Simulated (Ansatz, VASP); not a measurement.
Sc2BSb3 in VASP and in Ansatz

Contents of INCAR:

```
SYSTEM = Sc2BSb3
  PREC = Accurate
  ENCUT = 600
  EDIFF = 1E-6
  ISMEAR = 0
  SIGMA = 0.1
  LREAL = .FALSE.
  LASPH = .TRUE.
  NELM = 60
  ALGO = Normal
  ISIF = 3
  LWAVE = .FALSE.
  LCHARG = .FALSE.
  GGA = PE
  IBRION = 2
  NSW = 90
  EDIFFG = -0.04
```

Contents of KPOINTS:

```
Automatic mesh
0
G
  6 6 2
  0 0 0
```

Contents of POSCAR:

```
Sc2BSb3
1.0
    3.7240367300      0.0000000000      0.0000000000
    0.0000000000      3.7240367300      0.0000000000
    0.0000000000      0.0000000000      8.3524651200
Sc B Sb
2 1 3
Direct
    0.5000000000      0.0000000000      0.7344790700
    0.0000000000      0.5000000000      0.2655209300
    0.5000000000      0.5000000000      0.0000000000
    0.5000000000      0.0000000000      0.3861632900
    0.0000000000      0.5000000000      0.6138367100
    0.0000000000      0.0000000000      0.0000000000
```

Input for Ansatz:

```yaml
crystal:
  lattice:
    - [3.72403673, 0.0, 0.0]
    - [0.0, 3.72403673, 0.0]
    - [0.0, 0.0, 8.35246512]
  atoms:
    - { symbol: Sc, position: [0.5, 0.0, 0.73447907] }
    - { symbol: Sc, position: [0.0, 0.5, 0.26552093] }
    - { symbol: B, position: [0.5, 0.5, 0.0] }
    - { symbol: Sb, position: [0.5, 0.0, 0.38616329] }
    - { symbol: Sb, position: [0.0, 0.5, 0.61383671] }
    - { symbol: Sb, position: [0.0, 0.0, 0.0] }
basis:
  ecutwfc: 420
kpoints:
  mp_grid: { grid: [6, 6, 2] }
hamiltonian:
  xc: pbe
scf:
  occupations: { method: gaussian, width: 0.1 }
  lower_state_search: "off"
output:
  forces: true
  stress: true
  eigenvalues: true
relax:
  adjacent_minimum: "off"
  f_tol: 0.04
  max_steps: 70
  cell: { stress_tol: 0.4 }
```

Change from the starting cell: species swapped into the Hf2SiAs3 type (P-4m2, No. 115).

Alike in both runs: task relaxation of cell and atoms; functional PBE; k mesh 6 × 6 × 2; occupations gaussian, width 0.1 eV; no spin polarisation.

|  | VASP | Ansatz |
| --- | --- | --- |
| version | VASP 6.6.1 | Ansatz 0.2.0 |
| potentials or method | VASP PAW PBE potentials, release 64 (Sc_sv, B, Sb), cutoff 600 eV | scalar-relativistic, plane waves, PAW |
| valence electrons in the cell | 40 | 70 |

VASP gave:

```
gap on the k mesh at the Fermi level, each at its own relaxed structure (eV) : none
relaxed volume (Å³/atom)                                                     : 20.77
relaxed cell length with the largest relative difference (Å)                 : 9.064
```

Question: Estimate Ansatz's values.

Answer: gap on the k mesh at the Fermi level, each at its own relaxed structure (eV): none; relaxed volume (Å³/atom): 20.75; relaxed cell length with the largest relative difference (Å): 9.024.

A gap of «none» marks a metal or a gap that the smearing closes. VASP's potentials hold 40 valence electrons a cell and Ansatz's 70, so a difference there can come from the potentials and not from the codes.

The k mesh is coarse, so the values compare programs but aren't converged. Neither program's run includes spin-orbit coupling.
